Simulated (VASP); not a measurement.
# Ge (Fd-3m) in VASP: notebook

The runs below take Ge through relaxation of cell and atoms, single point, with RPBE+D4, PBEsol.

Program: VASP 6.6.1. These are calculated values, not measurements. Logs are shortened: lines on timing, memory, paths and dates and some standing lists are left out, and cuts for length are marked.

### Step 1. The cell of the first run

Symmetry: Fd-3m, No. 227, cubic system. The conventional cell has a = 5.658 Å, b = 5.658 Å, c = 5.658 Å, α = 90.00°, β = 90.00°, γ = 90.00°. Within 3.2 Å of Ge (site symmetry -43m) lie 4 Ge at 2.45 Å.

### Step 2. Relaxation of cell and atoms, RPBE+D4

File INCAR:

```
SYSTEM = Ge
ALGO = Normal ; EDIFF = 1E-6
EDIFFG = -0.02 ; ENCUT = 600
GGA = RP ; IBRION = 2
ISIF = 3 ; ISMEAR = -1
IVDW = 13 ; LASPH = .TRUE.
LCHARG = .FALSE. ; LREAL = .FALSE.
LWAVE = .FALSE. ; NELM = 100
NSW = 80 ; PREC = Accurate
SIGMA = 0.05
```

File KPOINTS:

```
k-points
0
G
  8 8 8
  0 0 0
```

File POSCAR:

```
Ge
1.0
    0.0000000000      2.8289100000      2.8289100000
    2.8289100000      0.0000000000      2.8289100000
    2.8289100000      2.8289100000      0.0000000000
Ge
2
Direct
    0.7500000000      0.7500000000      0.7500000000
    0.5000000000      0.5000000000      0.5000000000
```

Potentials or basis: VASP PAW PBE potentials, release 64 (Ge_d).

Command:

```sh
> cat potpaw_PBE.64/Ge_d/POTCAR > POTCAR
> mpirun -np 1 vasp_std > vasp.out
```

OUTCAR:

```text
SYSTEM = Ge
   EDIFF = 1E-6
   EDIFFG = -0.02
   ENCUT = 600
   GGA = RP
   IBRION = 2
   ISIF = 3
   ISMEAR = -1
   IVDW = 13
   LASPH = .TRUE.
   LREAL = .FALSE.
   NELM = 100
   NSW = 80
   PREC = Accurate

 ion  position               nearest neighbor table
   1  0.750  0.750  0.750-   2 2.45   2 2.45   2 2.45   2 2.45
   2  0.500  0.500  0.500-   1 2.45   1 2.45   1 2.45   1 2.45

  LATTYP: Found a face centered cubic cell.
 ALAT       =     5.6578200000

  Lattice vectors:

 A1 = (   0.0000000000,   2.8289100000,   2.8289100000)
 A2 = (   2.8289100000,   0.0000000000,   2.8289100000)
 A3 = (   2.8289100000,   2.8289100000,   0.0000000000)

Analysis of symmetry for initial positions (statically):
=====================================================================
 Subroutine PRICEL returns:
 Original cell was already a primitive cell.

 Routine SETGRP: Setting up the symmetry group for a
 face centered cubic supercell.

 Subroutine GETGRP returns: Found 48 space group operations
 (whereof 24 operations were pure point group operations)
 out of a pool of 48 trial point group operations.

The static configuration has the point symmetry T_d .
 The point group associated with its full space group is O_h .

Analysis of symmetry for dynamics (positions and initial velocities):
=====================================================================
 Subroutine PRICEL returns:
 Original cell was already a primitive cell.

 Routine SETGRP: Setting up the symmetry group for a
 face centered cubic supercell.

 Subroutine GETGRP returns: Found 48 space group operations
 (whereof 24 operations were pure point group operations)
 out of a pool of 48 trial point group operations.

The dynamic configuration has the point symmetry T_d .
 The point group associated with its full space group is O_h .

 Subroutine INISYM returns: Found 48 space group operations
 (whereof 24 operations are pure point group operations),
 and found     1 'primitive' translations

----------------------------------------------------------------------------------------

                                     Primitive cell

  volume of cell :      45.2780

  direct lattice vectors                    reciprocal lattice vectors
     0.000000000  2.828910000  2.828910000    -0.176746521  0.176746521  0.176746521
     2.828910000  0.000000000  2.828910000     0.176746521 -0.176746521  0.176746521
     2.828910000  2.828910000  0.000000000     0.176746521  0.176746521 -0.176746521

  length of vectors
     4.000682889  4.000682889  4.000682889     0.306133954  0.306133954  0.306133954

  position of ions in fractional coordinates (direct lattice)
     0.750000000  0.750000000  0.750000000
     0.500000000  0.500000000  0.500000000

  ion indices of the primitive-cell ions
   primitive index   ion index
                 1           1
                 2           2

----------------------------------------------------------------------------------------

 KPOINTS: k-points

Automatic generation of k-mesh.
 Grid dimensions read from file:
 generate k-points for:    8    8    8

 Generating k-lattice:

  Cartesian coordinates                     Fractional coordinates (reciprocal lattice)
    -0.022093315  0.022093315  0.022093315     0.125000000  0.000000000  0.000000000
     0.022093315 -0.022093315  0.022093315     0.000000000  0.125000000  0.000000000
     0.022093315  0.022093315 -0.022093315     0.000000000  0.000000000  0.125000000

  Length of vectors
     0.038266744  0.038266744  0.038266744

  Shift w.r.t. Gamma in fractional coordinates (k-lattice)
     0.000000000  0.000000000  0.000000000

 Subroutine IBZKPT returns following result:
 ===========================================

 Found     29 irreducible k-points:

 Following reciprocal coordinates:
            Coordinates               Weight
  0.000000  0.000000  0.000000      1.000000
  0.125000  0.000000  0.000000      8.000000
  0.250000  0.000000  0.000000      8.000000
  0.375000  0.000000  0.000000      8.000000
  0.500000  0.000000  0.000000      4.000000
  0.125000  0.125000  0.000000      6.000000
[... 16 lines left out ...]
  0.500000  0.250000  0.125000     48.000000
 -0.375000  0.250000  0.125000     24.000000
 [... further k-points ...]
   k-points           NKPTS =     29   k-points in BZ     NKDIM =     29   number of bands    NBANDS=     18
   number of dos      NEDOS =    301   number of ions     NIONS =      2
   total plane-waves  NPLWV =  32768
   dimension x,y,z NGX =    32 NGY =   32 NGZ =   32
   dimension x,y,z NGXF=    64 NGYF=   64 NGZF=   64
   ions per type =               2
   NGX,Y,Z   is equivalent  to a cutoff of  13.30, 13.30, 13.30 a.u.
   NGXF,Y,Z  is equivalent  to a cutoff of  26.59, 26.59, 26.59 a.u.
 SYSTEM =  Ge
   PREC   = accura    normal or accurate (medium, high low for compatibility)
   ISTART =      0    job   : 0-new  1-cont  2-samecut
   ICHARG =      2    charge: 1-file 2-atom 10-const
   ISPIN  =      1    spin polarized calculation?
   LNONCOLLINEAR =      F non collinear calculations
   LSORBIT =      F    spin-orbit coupling
   LASPH  =      T    aspherical Exc in radial PAW
   ENCUT  =  600.0 eV  44.10 Ry    6.64 a.u.   7.99  7.99  7.99*2*pi/ulx,y,z
   NELM   =    100;   NELMIN=  2; NELMDL= -5     # of ELM steps
   EDIFF  = 0.1E-05   stopping-criterion for ELM
   LREAL  =      F    real-space projection
   EDIFFG = -.2E-01   stopping-criterion for IOM
   NSW    =     80    number of steps for IOM
   IBRION =      2    ionic relax: 0-MD 1-quasi-New 2-CG
   NFREE  =      1    steps in history (QN), initial steepest desc. (CG)
   ISIF   =      3    stress and relaxation
   ISYM   =      2    0-nonsym 1-usesym 2-fastsym
   POTIM  = 0.5000    time-step for ionic-motion
   TEBEG  =    0.0;   TEEND  =   0.0 temperature during run
   PSTRESS=    0.0 pullay stress
   NELECT =      28.0000    total number of electrons
   NUPDOWN=      -1.0000    fix difference up-down
   EMIN   =  10.00;   EMAX   =-10.00  energy-range for DOS
   EFERMI =   0.00;   METHOD = LEGACY
   ISMEAR =    -1;   SIGMA  =   0.05  broadening in eV -4-tet -1-fermi 0-gaus
   EFERMI_NEDOS =   21; number of points for ismear=-14 and -15
   IALGO  =     38    algorithm
   IMIX   =      4    mixing-type and parameters
     AMIX     =   0.40;   BMIX     =  1.00
     AMIX_MAG =   1.60;   BMIX_MAG =  1.00
  volume/ion in A,a.u.               =      22.64       152.78
  Fermi-wavevector in a.u.,A,eV,Ry     =   1.394756  2.635708 26.468033  1.945346
  Thomas-Fermi vector in A             =   2.518275
   LORBIT       =      0    0 simple, 1 ext, 2 COOP (PROOUT), +10 PAW based schemes
   GGA     = RP    functional components
   LHFCALC =     F    Hartree Fock is set to
   AEXX    =    0.0000 exact exchange contribution
   IVDW    =    13    specifies the selected vdW correction
   LEPSILON=     F    determine dielectric tensor
   LRPA    =     F    only Hartree local field effects (RPA)
 conjugate gradient relaxation of ions
 non-spin polarized calculation
  energy-cutoff  :      600.00
  volume of cell :       45.28
 maximum number of plane-waves:      1540
   NGX = 15   NGY = 15   NGZ = 15

--------------------------------------- Ionic step        1  -------------------------------------------

 number of electron      28.0000013 magnetization

 Free energy of the ion-electron system (eV)
  ---------------------------------------------------
  ext. energy  EPLUGINS =         0.00000000
  ---------------------------------------------------
  free energy    TOTEN  =        -8.29816405 eV

  energy without entropy =       -8.29768881  energy(sigma->0) =       -8.29792643

------------------------ aborting loop because EDIFF is reached ----------------------------------------

  DFT-D4 for vdW energy calculation

  Edisp (eV):   -1.21450

  FORCE on cell =-STRESS in cart. coord.  units (eV):
  Direction    XX          YY          ZZ          XY          YZ          ZX
  --------------------------------------------------------------------------------------
  -------------------------------------------------------------------------------------
  Total       0.11494     0.11494     0.11494     0.00000    -0.00000    -0.00000
  in kB       4.06712     4.06712     4.06712     0.00000    -0.00000    -0.00000
  external pressure =        4.07 kB  Pullay stress =        0.00 kB

 VOLUME and BASIS-vectors are now :
 -----------------------------------------------------------------------------
  energy-cutoff  :      600.00
  volume of cell :       45.28
      direct lattice vectors                 reciprocal lattice vectors
     0.000000000  2.828910000  2.828910000    -0.176746521  0.176746521  0.176746521
     2.828910000  0.000000000  2.828910000     0.176746521 -0.176746521  0.176746521
     2.828910000  2.828910000  0.000000000     0.176746521  0.176746521 -0.176746521

 POSITION                                       TOTAL-FORCE (eV/Angst)
 -----------------------------------------------------------------------------------
      4.24336      4.24336      4.24336         0.000000      0.000000      0.000000
      2.82891      2.82891      2.82891        -0.000000     -0.000000     -0.000000
 -----------------------------------------------------------------------------------
    total drift:                               -0.000000     -0.000000      0.000000

  FREE ENERGIE OF THE ION-ELECTRON SYSTEM (eV)
  ---------------------------------------------------
  free  energy   TOTEN  =        -9.5126672690 eV

  energy  without entropy=       -9.5121920254  energy(sigma->0) =       -9.51242965

--------------------------------------- Ionic step        2  -------------------------------------------

 number of electron      28.0000019 magnetization

 Free energy of the ion-electron system (eV)
  ---------------------------------------------------
  ext. energy  EPLUGINS =         0.00000000
  ---------------------------------------------------
  free energy    TOTEN  =        -8.31003819 eV

  energy without entropy =       -8.30946684  energy(sigma->0) =       -8.30975252

 E-fermi :   5.0919     XC(G=0):  -9.7083

 val. band max:        5.0230291861   @ k =   0.0000   0.0000   0.0000
 cond. band min:       5.0968937172   @ k =   0.0000   0.0000   0.0000
 fundamental gap:      0.0738645311
 Fermi energy:         5.0919051595

 k-point     1 :       0.0000    0.0000    0.0000
  band No.  band energies     occupation
      1     -19.8056      2.00000
      2     -19.8056      2.00000
      3     -19.8056      2.00000
      4     -19.7705      2.00000
      5     -19.7705      2.00000
      6     -19.5652      2.00000
[... 10 lines left out ...]
     17       7.5840      0.00000
     18       7.5840      0.00000

 k-point     2 :       0.1250    0.0000    0.0000
  band No.  band energies     occupation
      1     -19.8134      2.00000
      2     -19.8134      2.00000
      3     -19.8031      2.00000
      4     -19.7595      2.00000
      5     -19.7595      2.00000
      6     -19.5770      2.00000
[... 10 lines left out ...]
     17       8.0283      0.00000
     18       8.5351      0.00000

 k-point     3 :       0.2500    0.0000    0.0000
  band No.  band energies     occupation
      1     -19.8233      2.00000
      2     -19.8233      2.00000
      3     -19.7971      2.00000
      4     -19.7427      2.00000
      5     -19.7427      2.00000
      6     -19.5905      2.00000
[... 412 lines left out ...]
 k-point    23 :       0.5000    0.2500    0.1250
  band No.  band energies     occupation
      1     -19.8450      2.00000
      2     -19.8373      2.00000
      3     -19.7680      2.00000
      4     -19.7207      2.00000
      5     -19.6951      2.00000
      6     -19.6482      2.00000
[... 10 lines left out ...]
     17       9.9839      0.00000
     18      11.1862      0.00000

 k-point    24 :      -0.3750    0.2500    0.1250
  band No.  band energies     occupation
      1     -19.8501      2.00000
      2     -19.8387      2.00000
      3     -19.7584      2.00000
      4     -19.7100      2.00000
      5     -19.6966      2.00000
      6     -19.6433      2.00000
[... 10 lines left out ...]
     17      10.8128      0.00000
     18      11.9980      0.00000

 [... further k-points ...]

------------------------ aborting loop because EDIFF is reached ----------------------------------------

  DFT-D4 for vdW energy calculation

  Edisp (eV):   -1.20308

  FORCE on cell =-STRESS in cart. coord.  units (eV):
  Direction    XX          YY          ZZ          XY          YZ          ZX
  --------------------------------------------------------------------------------------
  -------------------------------------------------------------------------------------
  Total       0.02410     0.02410     0.02410     0.00000     0.00000     0.00000
  in kB       0.84564     0.84564     0.84564     0.00000     0.00000     0.00000
  external pressure =        0.85 kB  Pullay stress =        0.00 kB

 VOLUME and BASIS-vectors are now :
 -----------------------------------------------------------------------------
  energy-cutoff  :      600.00
  volume of cell :       45.66
      direct lattice vectors                 reciprocal lattice vectors
     0.000000000  2.836753039  2.836753039    -0.176257853  0.176257853  0.176257853
     2.836753039  0.000000000  2.836753039     0.176257853 -0.176257853  0.176257853
     2.836753039  2.836753039 -0.000000000     0.176257853  0.176257853 -0.176257853

 POSITION                                       TOTAL-FORCE (eV/Angst)
 -----------------------------------------------------------------------------------
      4.25513      4.25513      4.25513        -0.000000     -0.000000      0.000000
      2.83675      2.83675      2.83675         0.000000      0.000000     -0.000000
 -----------------------------------------------------------------------------------
    total drift:                               -0.000000     -0.000000      0.000000

  FREE ENERGIE OF THE ION-ELECTRON SYSTEM (eV)
  ---------------------------------------------------
  free  energy   TOTEN  =        -9.5131166567 eV

  energy  without entropy=       -9.5125453085  energy(sigma->0) =       -9.51283098

 reached required accuracy - stopping structural energy minimisation
```

It took 82 s on 1 thread of AMD EPYC 7R13, shared host; peak memory 0.16 GiB.

What came out:

```yaml
Free_energy: -9.5131 eV
Relaxed_volume: 22.83 Å³/atom
Relaxed_cell: a = 4.012 Å, b = 4.012 Å, c = 4.012 Å, α = 60.00°, β = 60.00°, γ = 60.00°
Space_group_after_relaxing_to_0.05_Å: Fd-3m (No. 227)
Energy_gained_by_relaxing: 0.2 meV/atom
Ionic_steps: 2
Pressure_after_relaxing: 0.1 GPa
Band_gap_on_the_k_mesh: 0.07 eV, direct
Dispersion_energy_per_atom: -0.602 eV
```

Step by step:
```
step  energy change (eV)  largest force (eV/Å)  pressure (GPa)  volume (Å³)
   1              0.0000                0.0000            0.41        45.28
   2             -0.0004                0.0000            0.08        45.66
```

Final structure:
```xyz
2
Lattice="0.0000 2.8368 2.8368 2.8368 0.0000 2.8368 2.8368 2.8368 0.0000" Properties=species:S:1:pos:R:3 pbc="T T T"
Ge    4.2551    4.2551    4.2551
Ge    2.8368    2.8368    2.8368
```

Levels at points of the mesh, in eV from the valence-band top:
```
           k point  band 11  band 12  band 13  band 14  band 15  band 16  band 17  band 18
(0.00, 0.00, 0.00)   -12.68     0.00     0.00     0.00     0.07     2.56     2.56     2.56
(0.50, 0.00, 0.00)   -10.61    -7.52    -1.39    -1.39     0.24     3.76     3.76     7.28
(0.50, 0.50, 0.00)    -8.82    -8.82    -3.04    -3.04     0.84     0.84     9.50     9.50
```

Caveat: the PAW data sets were made with another functional, which shifts forces and pressure a little.

### Step 3. Single point, PBEsol (volume scaled by 0.96)

File INCAR:

```
SYSTEM = Ge
PREC = Accurate
ENCUT = 520
EDIFF = 1E-6
ISMEAR = -1
SIGMA = 0.05
LREAL = .False.
LASPH = .True.
NELM = 100
ALGO = Normal
ISIF = 2
LWAVE = .False.
LCHARG = .True.
GGA = PS
LELF = .True.
LVHAR = .True.
NBANDS = 21
```

File KPOINTS:

```
regular mesh
0
Gamma
  8 8 8
  0 0 0
```

File POSCAR:

```
Ge
1.0
    0.0000000000      2.7906767997      2.7906767997
    2.7906767997      0.0000000000      2.7906767997
    2.7906767997      2.7906767997      0.0000000000
Ge
2
Direct
    0.7500000000      0.7500000000      0.7500000000
    0.5000000000      0.5000000000      0.5000000000
```

Potentials or basis: VASP PAW PBE potentials, release 64 (Ge_d).

Command:

```sh
> cat potpaw_PBE.64/Ge_d/POTCAR > POTCAR
> mpirun -np 1 vasp_std > vasp.out
```

It took 13 s on 1 thread of Intel Xeon 6975P-C (Granite Rapids), shared host; peak memory 0.17 GiB.

It converged, with:

```yaml
Free_energy: -9.8393 eV
Pressure: 3.7 GPa
Band_gap_on_the_k_mesh: 0.25 eV, indirect (least direct gap 0.37 eV)
```

Levels at points of the mesh, in eV from the valence-band top:
```csv
k point,band 11,band 12,band 13,band 14,band 15,band 16,band 17,band 18
"(0.00, 0.00, 0.00)",-13.12,0.00,0.00,0.00,0.37,2.55,2.55,2.55
"(0.50, 0.00, 0.00)",-10.91,-7.83,-1.47,-1.47,0.25,3.73,3.73,6.98
"(0.50, 0.50, 0.00)",-9.06,-9.06,-3.23,-3.23,0.61,0.61,9.83,9.83
```

Caveat: the cell differs from its parent crystal (volume scaled by 0.96); the PAW data sets were made with another functional, which shifts forces and pressure a little. A k mesh can miss the band edges.

### Step 4. How close it comes

Step 2. The cell as given is a measured one (22.64 Å³/atom); RPBE+D4 puts the equilibrium volume +0.8 % from it, thermal expansion not counted.
